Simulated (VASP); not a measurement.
A run of VASP 6.6.1:

File INCAR:

```
SYSTEM = MgCd2Te3
ALGO = Normal
EDIFF = 1E-6
ENCUT = 520
GGA = PE
ISIF = 2
ISMEAR = 0
LASPH = .True.
LCHARG = .False.
LREAL = .False.
LWAVE = .False.
NBANDS = 31
NELM = 60
PREC = Accurate
SIGMA = 0.1
```

The input KPOINTS:

```
k-points
0
Gamma
  6 6 8
  0 0 0
```

POSCAR

```
MgCd2Te3
1.0
    6.6799277233     -0.0000000030      0.0000000000
   -3.3399638590      5.7849871053      0.0000000000
    0.0000000000      0.0000000000      4.9707428400
Mg Cd Te
1 2 3
Direct
    0.0000000000      0.0000000000      0.0000000000
    0.3333333333      0.6666666667      0.0000000000
    0.6666666667      0.3333333333      0.0000000000
    0.5000000000      0.0000000000      0.5000000000
    0.0000000000      0.5000000000      0.5000000000
    0.5000000000      0.5000000000      0.5000000000
```

Potentials or basis: VASP PAW PBE potentials, release 64 (Mg, Cd, Te).

Run with:

```console
$ cat potpaw_PBE.64/Mg/POTCAR potpaw_PBE.64/Cd/POTCAR potpaw_PBE.64/Te/POTCAR > POTCAR
$ mpirun -np 1 vasp_std > vasp.out
```

Hardware: 1 thread of Intel(R) Xeon(R) 6975P-C (Granite Rapids), on a shared host.

Task: Estimate the wall time of this run.

Result: Run time: 110 s on 1 thread of Intel(R) Xeon(R) 6975P-C (Granite Rapids) (shared host), peak memory 0.43 GiB. Counts: scf iterations 13, k points 35.
